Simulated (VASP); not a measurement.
Write the native input for VASP 6.6.1 that does the following.

* Task: single point
* Functional: PBE
* Potentials or basis: VASP PAW PBE potentials, release 64 (Li_sv, H, Se)
* Cutoff: 520 eV
* k mesh: 6 × 6 × 6
* Occupations: gaussian, width 0.01 eV
* Spin: no spin polarisation
* Dipole correction: no
* Further INCAR settings: ALGO = Normal; EDIFF = 1e-06; NBANDS = 16

The structure of Li3HSe lies in POSCAR:

```
Li3HSe
1.0
    3.9443861111      0.0000000000      0.0000000000
    0.0000000000      3.9443861111      0.0000000000
    0.0000000000      0.0000000000      3.9443861111
Li H Se
3 1 1
Direct
    0.0000000000      0.5000000000      0.5000000000
    0.5000000000      0.0000000000      0.5000000000
    0.5000000000      0.5000000000      0.0000000000
    0.5000000000      0.5000000000      0.5000000000
    0.0000000000      0.0000000000      0.0000000000
```

The input as run:

INCAR

```
  PREC = Accurate
  ENCUT = 520
  EDIFF = 1E-6
  ISMEAR = 0
  SIGMA = 0.01
  LREAL = F
  LASPH = T
  NELM = 60
  ALGO = Normal
  ISIF = 2
  LWAVE = F
  LCHARG = T
  GGA = PE
  LELF = T
  LVHAR = T
  NBANDS = 16
```

KPOINTS

```
Automatic mesh
0
Gamma
  6 6 6
```

Potentials or basis: VASP PAW PBE potentials, release 64 (Li_sv, H, Se).

Launch:

```bash
$ cat potpaw_PBE.64/Li_sv/POTCAR potpaw_PBE.64/H/POTCAR potpaw_PBE.64/Se/POTCAR > POTCAR
$ mpirun -np 1 vasp_std > vasp.out
```

Results of the run:

The band gap on the k mesh is 3.44 eV (least direct gap 3.96 eV).

Run time: 16 s on 1 thread of AMD EPYC 7R13 Processor (Zen 3), with other jobs on the host, peak memory 0.14 GiB.
